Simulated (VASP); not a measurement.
Runs of VASP 6.6.1 on BN. The structure is that of space group F-43m (No. 216), or close to it. The cells are those of the table. 

| task | cell | k mesh | cutoff (eV) | smearing | gap on the mesh (eV) | pressure (GPa) |
| --- | --- | --- | --- | --- | --- | --- |
| single point | a = 2.563 Å, angles 60.0°, 2 atoms | 12 × 12 × 12 | 520 | gaussian 0.02 eV | 4.45 | 0.2 |
| relaxation of cell and atoms | relaxed from a = 3.070 Å, angles 60.0°, 2 atoms | 8 × 8 × 8 | 600 | gaussian 0.1 eV | 4.45 | 0.0 |
| relaxation of cell and atoms | relaxed from a = 2.563 Å, angles 60.0°, 2 atoms | 12 × 12 × 12 | 600 | gaussian 0.02 eV | 4.45 | 0.0 |
| single point | a = 2.563 Å, angles 60.0°, 2 atoms | 8 × 8 × 8 | 520 | gaussian 0.1 eV | 4.45 | (a) |

Alike in all rows: level PBE; potentials or basis VASP PAW PBE potentials, release 64 (B, N); no spin polarisation.

Q: Fill in the values left out.

A: (a) 0.3.

Caveats: the relaxation stopped at its first step, so nothing moved (some runs).

A k mesh can miss the band edges.
